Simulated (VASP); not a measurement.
# Al8N in VASP: notebook

Runs on Al8N. Level: PBE. Tasks: single point.

All numbers are computed with VASP 6.6.1; they aren't measurements. Logs are shortened: lines on timing, memory, paths and dates and some standing lists are left out, and cuts for length are marked.

### 1 The cell of the first run

The cell holds a slab with vacuum, 9 atoms: a = 2.854 Å, b = 2.854 Å, c = 33.476 Å, α = 90.00°, β = 90.00°, γ = 120.00°.

### 2 Single point, PBE

Input file INCAR:

```
PREC     = Accurate       # precision mode
ENCUT    = 520            # plane-wave cutoff, eV
EDIFF    = 1E-7           # SCF threshold, eV
ISMEAR   = 0              # smearing method
SIGMA    = 0.1            # smearing width, eV
LREAL    = F              # projectors in reciprocal space
LASPH    = T              # aspherical terms in the spheres
NELM     = 60             # most SCF steps
ALGO     = Normal         # electronic algorithm
ISIF     = 2              # what is computed and relaxed
LWAVE    = F              # write WAVECAR
LCHARG   = T              # write CHGCAR
LDIPOL   = T            
IDIPOL   = 3            
DIPOL    = 0.5 0.5 0.397
GGA      = PE             # functional
LELF     = T              # ELF
LVHAR    = T            
LVACPOTAV= T            
NBANDS   = 24             # bands
```

Input file KPOINTS:

```
regular mesh
0
Gamma
  9 9 1
```

Input file POSCAR:

```
Al8N
1.0
    2.8543223330      0.0000000000      0.0000000000
   -1.4271611665      2.4719156510      0.0000000000
    0.0000000000      0.0000000000     33.4760593533
Al N
8 1
Direct
    0.3333333333      0.6666666667      0.1194883770
    0.0000000000      0.0000000000      0.1895622803
    0.6666666667      0.3333333333      0.2596361837
    0.0000000000      0.0000000000      0.3297100869
    0.3333333333      0.6666666667      0.3992195594
    0.0000000000      0.0000000000      0.4696536480
    0.6666666667      0.3333333333      0.5400996810
    0.0000000000      0.0000000000      0.6116627748
    0.7777777778     -0.7777777778      0.6507952183
```

Potentials or basis: VASP PAW PBE potentials, release 64 (Al, N).

On the command line:

```console
$ cat potpaw_PBE.64/Al/POTCAR potpaw_PBE.64/N/POTCAR > POTCAR
$ mpirun -np 1 vasp_std > vasp.out
```

OUTCAR:

```text
PREC = Accurate
   ENCUT = 520
   EDIFF = 1E-7
   ISMEAR = 0
   LREAL = F
   LASPH = T
   NELM = 60
   ISIF = 2
   GGA = PE

 ion  position               nearest neighbor table
   1  0.333  0.667  0.119-   2 2.87   2 2.87   2 2.87
   2  0.000  0.000  0.190-   1 2.87   1 2.87   1 2.87   3 2.87   3 2.87   3 2.87
   3  0.667  0.333  0.260-   4 2.87   4 2.87   4 2.87   2 2.87   2 2.87   2 2.87
   4  0.000  0.000  0.330-   5 2.85   5 2.85   5 2.85   3 2.87   3 2.87   3 2.87
   5  0.333  0.667  0.399-   4 2.85   4 2.85   4 2.85   6 2.88   6 2.88   6 2.88
   6  0.000  0.000  0.470-   5 2.88   5 2.88   5 2.88   7 2.88   7 2.88   7 2.88
   7  0.667  0.333  0.540-   6 2.88   6 2.88   6 2.88   8 2.91   8 2.91   8 2.91
   8  0.000  0.000  0.612-   9 1.71   9 2.37   9 2.37   7 2.91   7 2.91   7 2.91
   9  0.778  0.222  0.651-   8 1.71   8 2.37   8 2.37

  LATTYP: Found a hexagonal cell.
 ALAT       =     2.8543223330
 C/A-ratio  =    11.7281986573

  Lattice vectors:

 A1 = (   2.8543223330,   0.0000000000,   0.0000000000)
 A2 = (  -1.4271611665,   2.4719156510,   0.0000000000)
 A3 = (   0.0000000000,   0.0000000000,  33.4760593533)

Analysis of symmetry for initial positions (statically):
=====================================================================
 Subroutine PRICEL returns:
 Original cell was already a primitive cell.

 Routine SETGRP: Setting up the symmetry group for a
 hexagonal supercell.

 Subroutine GETGRP returns: Found  2 space group operations
 (whereof  2 operations were pure point group operations)
 out of a pool of 24 trial point group operations.

The static configuration has the point symmetry C_1h.

Analysis of symmetry for dynamics (positions and initial velocities):
=====================================================================
 Subroutine PRICEL returns:
 Original cell was already a primitive cell.

 Routine SETGRP: Setting up the symmetry group for a
 hexagonal supercell.

 Subroutine GETGRP returns: Found  2 space group operations
 (whereof  2 operations were pure point group operations)
 out of a pool of 24 trial point group operations.

The dynamic configuration has the point symmetry C_1h.

 Subroutine INISYM returns: Found  2 space group operations
 (whereof  2 operations are pure point group operations),
 and found     1 'primitive' translations

----------------------------------------------------------------------------------------

                                     Primitive cell

  volume of cell :     236.1952

  direct lattice vectors                    reciprocal lattice vectors
     2.854322333  0.000000000  0.000000000     0.350345856  0.202272274  0.000000000
    -1.427161166  2.471915651  0.000000000     0.000000000  0.404544548  0.000000000
     0.000000000  0.000000000 33.476059353     0.000000000  0.000000000  0.029872094

  length of vectors
     2.854322333  2.854322333 33.476059353     0.404544548  0.404544548  0.029872094

  position of ions in fractional coordinates (direct lattice)
     0.333333333  0.666666667  0.119488377
     0.000000000  0.000000000  0.189562280
     0.666666667  0.333333333  0.259636184
     0.000000000  0.000000000  0.329710087
     0.333333333  0.666666667  0.399219559
     0.000000000  0.000000000  0.469653648
     0.666666667  0.333333333  0.540099681
     0.000000000  0.000000000  0.611662775
     0.777777778  0.222222222  0.650795218

  ion indices of the primitive-cell ions
   primitive index   ion index
                 1           1
                 2           2
                 3           3
                 4           4
                 5           5
                 6           6
                 7           7
                 8           8
                 9           9

----------------------------------------------------------------------------------------

 KPOINTS: regular mesh

Automatic generation of k-mesh.
 Grid dimensions read from file:
 generate k-points for:    9    9    1

 Generating k-lattice:

  Cartesian coordinates                     Fractional coordinates (reciprocal lattice)
     0.038927317  0.022474697  0.000000000     0.111111111 -0.000000000  0.000000000
     0.000000000  0.044949394  0.000000000     0.000000000  0.111111111  0.000000000
     0.000000000  0.000000000  0.029872094     0.000000000  0.000000000  1.000000000

  Length of vectors
     0.044949394  0.044949394  0.029872094

  Shift w.r.t. Gamma in fractional coordinates (k-lattice)
     0.000000000  0.000000000  0.000000000

 Subroutine IBZKPT returns following result:
 ===========================================

 Found     25 irreducible k-points:

 Following reciprocal coordinates:
            Coordinates               Weight
  0.000000  0.000000  0.000000      1.000000
  0.111111  0.000000  0.000000      4.000000
 -0.111111  0.111111  0.000000      2.000000
  0.222222  0.000000  0.000000      4.000000
 -0.222222  0.222222  0.000000      2.000000
  0.333333  0.000000  0.000000      4.000000
[... 16 lines left out ...]
 -0.222222 -0.444444  0.000000      4.000000
  0.444444  0.333333  0.000000      4.000000
   k-points           NKPTS =     25   k-points in BZ     NKDIM =     25   number of bands    NBANDS=     24
   number of dos      NEDOS =    301   number of ions     NIONS =      9
   total plane-waves  NPLWV = 144000
   dimension x,y,z NGX =    24 NGY =   24 NGZ =  250
   dimension x,y,z NGXF=    48 NGYF=   48 NGZF=  500
   ions per type =               8   1
   NGX,Y,Z   is equivalent  to a cutoff of  13.98, 13.98, 12.42 a.u.
   NGXF,Y,Z  is equivalent  to a cutoff of  27.96, 27.96, 24.83 a.u.
 SYSTEM =  unknown system
   PREC   = accura    normal or accurate (medium, high low for compatibility)
   ISTART =      0    job   : 0-new  1-cont  2-samecut
   ICHARG =      2    charge: 1-file 2-atom 10-const
   ISPIN  =      1    spin polarized calculation?
   LNONCOLLINEAR =      F non collinear calculations
   LSORBIT =      F    spin-orbit coupling
   LASPH  =      T    aspherical Exc in radial PAW
   ENCUT  =  520.0 eV  38.22 Ry    6.18 a.u.   5.31  5.31 62.24*2*pi/ulx,y,z
   NELM   =     60;   NELMIN=  2; NELMDL= -5     # of ELM steps
   EDIFF  = 0.1E-06   stopping-criterion for ELM
   LREAL  =      F    real-space projection
   EDIFFG = 0.1E-05   stopping-criterion for IOM
   NSW    =      0    number of steps for IOM
   IBRION =     -1    ionic relax: 0-MD 1-quasi-New 2-CG
   NFREE  =      0    steps in history (QN), initial steepest desc. (CG)
   ISIF   =      2    stress and relaxation
   ISYM   =      2    0-nonsym 1-usesym 2-fastsym
   POTIM  = 0.5000    time-step for ionic-motion
   TEBEG  =    0.0;   TEEND  =   0.0 temperature during run
   PSTRESS=    0.0 pullay stress
   NELECT =      29.0000    total number of electrons
   NUPDOWN=      -1.0000    fix difference up-down
   EMIN   =  10.00;   EMAX   =-10.00  energy-range for DOS
   EFERMI =   0.00;   METHOD = LEGACY
   ISMEAR =     0;   SIGMA  =   0.10  broadening in eV -4-tet -1-fermi 0-gaus
   EFERMI_NEDOS =   21; number of points for ismear=-14 and -15
   IALGO  =     38    algorithm
   IMIX   =      4    mixing-type and parameters
     AMIX     =   0.40;   BMIX     =  1.00
     AMIX_MAG =   1.60;   BMIX_MAG =  1.00
  volume/ion in A,a.u.               =      26.24       177.10
  Fermi-wavevector in a.u.,A,eV,Ry     =   0.813674  1.537621  9.007949  0.662066
  Thomas-Fermi vector in A             =   1.923442
   LORBIT       =      0    0 simple, 1 ext, 2 COOP (PROOUT), +10 PAW based schemes
   GGA     = PE    functional components
   LHFCALC =     F    Hartree Fock is set to
   AEXX    =    0.0000 exact exchange contribution
   IVDW    =     0    specifies the selected vdW correction
   LEPSILON=     F    determine dielectric tensor
   LRPA    =     F    only Hartree local field effects (RPA)
 non-spin polarized calculation
 Gauss-broadening in eV      SIGMA  =   0.10
  energy-cutoff  :      520.00
  volume of cell :      236.20
 maximum number of plane-waves:      6403
 NGX is ok and might be reduce to    24
   NGX = 11   NGY = 11   NGZ =125

 number of electron      29.0000001 magnetization

 dipolmoment           0.000000      0.000000      0.164458 electrons x Angstroem

 Free energy of the ion-electron system (eV)
  ---------------------------------------------------
  ext. energy  EPLUGINS =         0.00000000
  ---------------------------------------------------
  free energy    TOTEN  =       -35.09149393 eV

  energy without entropy =      -35.05781630  energy(sigma->0) =      -35.07465511

 E-fermi :   1.9572     XC(G=0):  -6.5511

 val. band max:        1.9474035685   @ k =   0.4444   0.1111   0.0000
 cond. band min:       1.9680777973   @ k =  -0.2222  -0.4444   0.0000
 fundamental gap:      0.0206742288
 Fermi energy:         1.9572338169

 k-point     1 :       0.0000    0.0000    0.0000
  band No.  band energies     occupation
      1     -12.5908      2.00000
      2      -9.0672      2.00000
      3      -8.7202      2.00000
      4      -8.2117      2.00000
      5      -7.4533      2.00000
      6      -6.5614      2.00000
[... 16 lines left out ...]
     23      11.2466      0.00000
     24      12.0568      0.00000

 k-point     2 :       0.1111    0.0000    0.0000
  band No.  band energies     occupation
      1     -12.4209      2.00000
      2      -8.7688      2.00000
      3      -8.4231      2.00000
      4      -7.9166      2.00000
      5      -7.1608      2.00000
      6      -6.2726      2.00000
[... 16 lines left out ...]
     23       9.8440      0.00000
     24      10.2179      0.00000
[... 565 lines left out ...]
     23       3.7575      0.00000
     24       4.3580      0.00000

 k-point    24 :       0.4444    0.3333    0.0000
  band No.  band energies     occupation
      1     -10.6048      2.00000
      2      -3.5089      2.00000
      3      -3.2067      2.00000
      4      -2.7959      2.00000
      5      -2.3002      2.00000
      6      -1.7887      2.00000
[... 16 lines left out ...]
     23       3.8285      0.00000
     24       4.3661      0.00000

 [... further k-points ...]

------------------------ aborting loop because EDIFF is reached ----------------------------------------

  FORCE on cell =-STRESS in cart. coord.  units (eV):
  Direction    XX          YY          ZZ          XY          YZ          ZX
  --------------------------------------------------------------------------------------
  -------------------------------------------------------------------------------------
  Total        1.3276349     -0.4345305     -0.3487512     -1.5260800      2.1724385     -3.7627735
  in kB        9.0057158     -2.9475412     -2.3656760    -10.3518242     14.7362536    -25.5239369
  external PRESSURE =       1.2308328 kB  Pullay stress =       0.0000000 kB

 VOLUME and BASIS-vectors are now :
 -----------------------------------------------------------------------------
  energy-cutoff  :      520.00
  volume of cell :      236.20
      direct lattice vectors                 reciprocal lattice vectors
     2.854322333  0.000000000  0.000000000     0.350345856  0.202272274  0.000000000
    -1.427161166  2.471915651  0.000000000     0.000000000  0.404544548  0.000000000
     0.000000000  0.000000000 33.476059353     0.000000000  0.000000000  0.029872094

 POSITION                                       TOTAL-FORCE (eV/Angst)
 -----------------------------------------------------------------------------------
     -0.00000      1.64794      4.00000         0.000592     -0.000342     -0.047705
      0.00000      0.00000      6.34580        -0.004520      0.002609      0.046438
      1.42716      0.82397      8.69160         0.011113     -0.006416     -0.015391
      0.00000      0.00000     11.03739        -0.011132      0.006427     -0.054665
     -0.00000      1.64794     13.36430        -0.004092      0.002363      0.174674
      0.00000      0.00000     15.72215         0.001460     -0.000843     -0.070369
      1.42716      0.82397     18.08041        -0.076715      0.044291      0.026768
      0.00000      0.00000     20.47606         3.135124     -1.810065      0.089010
      1.90288      0.54931     21.78606        -3.051829      1.761974     -0.148759
 -----------------------------------------------------------------------------------
    total drift:                               -0.000345      0.000199      0.000012

  FREE ENERGIE OF THE ION-ELECTRON SYSTEM (eV)
  ---------------------------------------------------
  free  energy   TOTEN  =       -35.0914939253 eV

  energy  without entropy=      -35.0578162968  energy(sigma->0) =      -35.07465511

 vacuum level on the upper side and lower side of the slab        10.188         5.970
```

Wall time 7.7 min (1 thread of AMD EPYC 7R43 (Zen 3), shared host); peak memory 0.36 GiB.

What came out:

```
Free energy   : -35.0915 eV
Largest force : 3.621 eV/Å
```

Forces on the atoms (eV/Å):
```
Al   0.001  0.000 -0.048
Al  -0.005  0.003  0.046
Al   0.011 -0.006 -0.015
Al  -0.011  0.006 -0.055
Al  -0.004  0.002  0.175
Al   0.001 -0.001 -0.070
Al  -0.077  0.044  0.027
Al   3.135 -1.810  0.089
N   -3.052  1.762 -0.149
```

### 3 Single point, PBE

Input file INCAR:

```
SYSTEM = Al8N
PREC = Accurate
ENCUT = 520
EDIFF = 1E-7
ISMEAR = 0
SIGMA = 0.1
LREAL = .False.
LASPH = .True.
NELM = 80
ALGO = Normal
ISIF = 2
LWAVE = .False.
LCHARG = .False.
LDIPOL = .True.
IDIPOL = 3
DIPOL = 0.5 0.5 0.399
GGA = PE
NBANDS = 24
```

Input file KPOINTS:

```
Automatic mesh
0
Gamma
  9 9 1
  0 0 0
```

POSCAR, as its differences from that of step 2:

```diff
@@ -16,2 +16,2 @@
     0.0000000000      0.0000000000      0.6116627748
-    0.7777777778     -0.7777777778      0.6507952183
+    0.7777777778     -0.7777777778      0.6734980099
```

Potentials or basis: VASP PAW PBE potentials, release 64 (Al, N).

On the command line:

```console
$ cat potpaw_PBE.64/Al/POTCAR potpaw_PBE.64/N/POTCAR > POTCAR
$ mpirun -np 1 vasp_std > vasp.out
```

Run time: 7.2 min. Hardware: 1 thread of AMD EPYC 7R43 (Zen 3), shared host; peak memory 0.35 GiB.

Results (log left out):

```
Free energy   : -33.3581 eV
Largest force : 2.669 eV/Å
```

Forces on the atoms (eV/Å):
```
Al  -0.001  0.000 -0.111
Al   0.002 -0.001  0.045
Al  -0.001  0.000  0.013
Al  -0.006  0.003 -0.027
Al   0.001 -0.001  0.184
Al   0.023 -0.013 -0.157
Al  -0.078  0.045  0.135
Al  -0.260  0.150  2.561
N    0.319 -0.184 -2.644
```

Levels at points of the mesh, in eV from the Fermi level:
| k point | band 12 | band 13 | band 14 | band 15 | band 16 | band 17 |
| --- | --- | --- | --- | --- | --- | --- |
| (0.00, 0.00, 0.00) | -1.10 | 0.33 | 1.25 | 1.31 | 1.90 | 3.35 |

### 4 Single point, PBE

Input file INCAR:

```
SYSTEM = Al8N
PREC     = Accurate       ! precision mode
ENCUT    = 520            ! plane-wave cutoff, eV
EDIFF    = 1E-6           ! SCF threshold, eV
ISMEAR   = 0              ! smearing method
SIGMA    = 0.1            ! smearing width, eV
LREAL    = .FALSE.        ! projectors in reciprocal space
LASPH    = .TRUE.         ! aspherical terms in the spheres
NELM     = 60             ! most SCF steps
ALGO     = Normal         ! electronic algorithm
ISIF     = 2              ! what is computed and relaxed
LWAVE    = .FALSE.        ! write WAVECAR
LCHARG   = .FALSE.        ! write CHGCAR
LDIPOL   = .TRUE.       
IDIPOL   = 3            
DIPOL    = 0.5 0.5 0.397
GGA      = PE             ! functional
NBANDS   = 24             ! bands
```

Input file KPOINTS:

```
regular mesh
0
G
  9 9 1
  0 0 0
```

POSCAR, as its differences from that of step 3:

```diff
@@ -16,2 +16,2 @@
     0.0000000000      0.0000000000      0.6116627748
-    0.7777777778     -0.7777777778      0.6734980099
+    0.2222222222     -0.2222222222      0.6507952183
```

On the command line:

```console
$ cat potpaw_PBE.64/Al/POTCAR potpaw_PBE.64/N/POTCAR > POTCAR
$ mpirun -np 1 vasp_std > vasp.out
```

Run time: 17 min. Hardware: 1 thread of AMD EPYC 7R43 (Zen 3), shared host; peak memory 0.34 GiB.

The run converged. Its results:

| Item | Value |
| --- | --- |
| Free energy | -35.1441 eV |
| Largest force | 3.616 eV/Å |

Forces in eV/Å, atoms in the order of the input:
```
Al   0.001  0.000 -0.039
Al   0.001  0.000  0.037
Al   0.006 -0.004 -0.009
Al   0.009 -0.005 -0.071
Al  -0.017  0.010  0.212
Al   0.009 -0.005 -0.085
Al  -0.027  0.015  0.007
Al  -3.113  1.797 -0.023
N    3.131 -1.808 -0.029
```

Levels at points of the mesh, in eV from the Fermi level:
```tsv
k point	band 11	band 12	band 13	band 14	band 15	band 16
(0.00, 0.00, 0.00)	-2.07	-0.67	0.54	1.11	1.13	2.58
```

### 5 Single point, PBE

Input file INCAR:

```
SYSTEM = Al8N
ALGO = Normal
DIPOL = 0.5 0.5 0.399
EDIFF = 1E-6
ENCUT = 520
GGA = PE
IDIPOL = 3
ISIF = 2
ISMEAR = 0
LASPH = .True.
LCHARG = .False.
LDIPOL = .True.
LREAL = .False.
LWAVE = .False.
NBANDS = 24
NELM = 100
PREC = Accurate
SIGMA = 0.1
```

Input file KPOINTS:

```
k-points
0
Gamma
  9 9 1
  0 0 0
```

POSCAR, as its differences from that of step 4:

```diff
@@ -16,2 +16,2 @@
     0.0000000000      0.0000000000      0.6116627748
-    0.2222222222     -0.2222222222      0.6507952183
+    0.2222222222     -0.2222222222      0.6734980099
```

On the command line:

```console
$ cat potpaw_PBE.64/Al/POTCAR potpaw_PBE.64/N/POTCAR > POTCAR
$ mpirun -np 1 vasp_std > vasp.out
```

Run time: 11 min. Hardware: 1 thread of AMD EPYC 7R43 (Zen 3), shared host; peak memory 0.34 GiB.

The run converged. Its results:

```yaml
Free_energy: -33.4089 eV
Largest_force: 2.712 eV/Å
```

Forces in eV/Å, atoms in the order of the input:
```
Al   0.002 -0.001 -0.118
Al  -0.002  0.001  0.034
Al   0.002 -0.001  0.029
Al   0.001 -0.001 -0.043
Al   0.009 -0.005  0.212
Al  -0.020  0.012 -0.170
Al  -0.019  0.011  0.183
Al   0.257 -0.148  2.573
N   -0.230  0.133 -2.699
```

Levels at points of the mesh, in eV from the Fermi level:
| k point | band 10 | band 11 | band 12 | band 13 | band 14 | band 15 | band 16 | band 17 | band 18 | band 19 |
| --- | --- | --- | --- | --- | --- | --- | --- | --- | --- | --- |
| (0.00, 0.00, 0.00) | -3.89 | -2.45 | -1.11 | 0.33 | 1.24 | 1.30 | 1.90 | 3.35 | 4.36 | 5.50 |
